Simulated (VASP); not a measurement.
TaSi2: single point with PBEsol

Crystal: TaSi2.

```
Ta Si
1.0
     4.95143    0.00000    0.00000
    -2.47571    4.28806    0.00000
     0.00000    0.00000    6.46093
Ta Si
3 6
Direct
  0.50000 0.00000 0.00000
  0.50000 0.50000 0.66667
  0.00000 0.50000 0.33333
  0.15816 0.31632 0.00000
  0.84184 0.15816 0.66667
  0.68368 0.84184 0.33333
  0.84184 0.68368 0.00000
  0.15816 0.84184 0.66667
  0.31632 0.15816 0.33333
```

This cell differs from its parent crystal: biaxial strain in the a-b plane: +4.0 %, then relaxed in part.

```yaml
Program: VASP 6.6.1
Task: single point
Functional: PBEsol
Potentials_or_basis: VASP PAW PBE potentials, release 64 (Ta_pv, Si)
Cutoff: 520 eV
k_mesh: 12 × 12 × 6
Occupations: gaussian, width 0.1 eV
Spin: no spin polarisation
Dipole_correction: no
Further_INCAR_settings: ALGO = Normal; EDIFF = 1e-07; NBANDS = 38
```

| Quantity | Value |
| --- | --- |
| Pressure | -9.1 GPa |
| Largest force | 0.003 eV/Å |
| Band gap on the k mesh | zero (an odd number of electrons rules out a gap without spin polarisation) |

Forces in eV/Å, atoms in the order of the input:
```
Ta   0.000  0.000  0.000
Ta   0.000  0.000  0.000
Ta   0.000  0.000  0.000
Si   0.000 -0.003  0.000
Si   0.003 -0.002  0.000
Si   0.003  0.002  0.000
Si   0.000  0.003  0.000
Si  -0.003  0.002  0.000
Si  -0.003 -0.002  0.000
```

Stress tensor (GPa, compression positive):
```
-13.74   0.00   0.00
  0.00 -13.74   0.00
  0.00   0.00   0.30
```

Levels at points of the mesh, in eV from the Fermi level:
| k point | band 27 | band 28 | band 29 | band 30 | band 31 | band 32 |
| --- | --- | --- | --- | --- | --- | --- |
| (0.00, 0.00, 0.00) | -1.97 | -1.97 | -1.56 | 0.91 | 2.51 | 2.51 |
| (0.50, 0.00, 0.00) | -0.56 | -0.21 | 0.05 | 0.84 | 1.10 | 1.26 |
| (0.00, 0.00, 0.50) | -1.93 | -1.93 | 1.42 | 1.42 | 2.51 | 2.51 |
| (0.50, 0.00, 0.50) | -1.62 | -0.67 | -0.62 | 1.29 | 1.70 | 2.21 |

It took 6.8 min on 1 thread of Intel(R) Xeon(R) Platinum 8488C (Sapphire Rapids) (shared host), peak memory 0.45 GiB.

Caveat: the cell differs from its parent crystal (biaxial strain in the a-b plane: +4.0 %, then relaxed in part); the stress differs along the axes, from -14 to 0 GPa; the PAW data sets were made with another functional, which shifts forces and pressure a little; spin-orbit coupling is left out, which moves the levels of the heavy elements; an odd number of electrons without spin polarisation forces a metal; a magnetic or distorted state may lie lower.
